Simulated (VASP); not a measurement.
SnO: relaxation of cell and atoms with PBE

SnO:

```xyz
2
Lattice="3.4176 0.0000 0.0000 -1.7088 2.9597 0.0000 0.0000 0.0000 4.0242" Properties=species:S:1:pos:R:3 pbc="T T T"
Sn    0.0000    0.0000    2.0121
O     0.0000    0.0000    0.0000
```

The cell was built from a structure type or drawn by symmetry, and may not be a known phase.

```json
{
 "Program": "VASP 6.6.1",
 "Task": "relaxation of cell and atoms",
 "Functional": "PBE",
 "Potentials or basis": "VASP PAW PBE potentials, release 64 (Sn_d, O)",
 "Cutoff": "600 eV",
 "k mesh": "18 × 18 × 14",
 "Occupations": "gaussian, width 0.1 eV",
 "Spin": "no spin polarisation",
 "Dipole correction": "no",
 "Further INCAR settings": "ALGO = Normal; EDIFF = 1e-06; IBRION = 2; EDIFFG = -0.01; NSW = 100; ISIF = 3"
}
```

```
Relaxed volume                        : 20.37 Å³/atom
Relaxed cell                          : a = 3.417 Å, b = 3.417 Å, c = 4.029 Å, α = 90.00°, β = 90.00°, γ = 120.00°
Space group after relaxing (to 0.1 Å) : P6/mmm (No. 191)
Energy gained by relaxing             : 0.0 meV/atom
Ionic steps                           : 3
Pressure after relaxing               : 0.0 GPa
Band gap on the k mesh                : zero (bands 10 and 11 overlap by 0.88 eV)
```

Final structure:
```
Sn O
1.0
     3.41726    0.00000    0.00000
    -1.70863    2.95944    0.00000
     0.00000    0.00000    4.02891
Sn O
1 1
Direct
  0.00000 0.00000 0.50000
  0.00000 0.00000 0.00000
```

Levels at points of the mesh, in eV from the Fermi level:
| k point | band 8 | band 9 | band 10 | band 11 | band 12 | band 13 |
| --- | --- | --- | --- | --- | --- | --- |
| (0.00, 0.00, 0.00) | -5.44 | -1.56 | -1.56 | 7.13 | 8.63 | 8.72 |
| (0.50, 0.00, 0.00) | -4.34 | -2.91 | -1.97 | 0.48 | 5.73 | 7.88 |
| (0.00, 0.00, 0.50) | -1.14 | -1.14 | 0.22 | 3.16 | 7.47 | 7.47 |
| (0.50, 0.00, 0.50) | -2.57 | -2.05 | -1.40 | 2.09 | 4.55 | 6.95 |

Run time: 4.5 min on 1 thread of Intel(R) Xeon(R) Platinum 8259CL CPU @ 2.50GHz (Skylake/Cascade Lake), on a shared host, peak memory 0.34 GiB.

Caveat: spin-orbit coupling is left out, which moves the levels of the heavy elements.
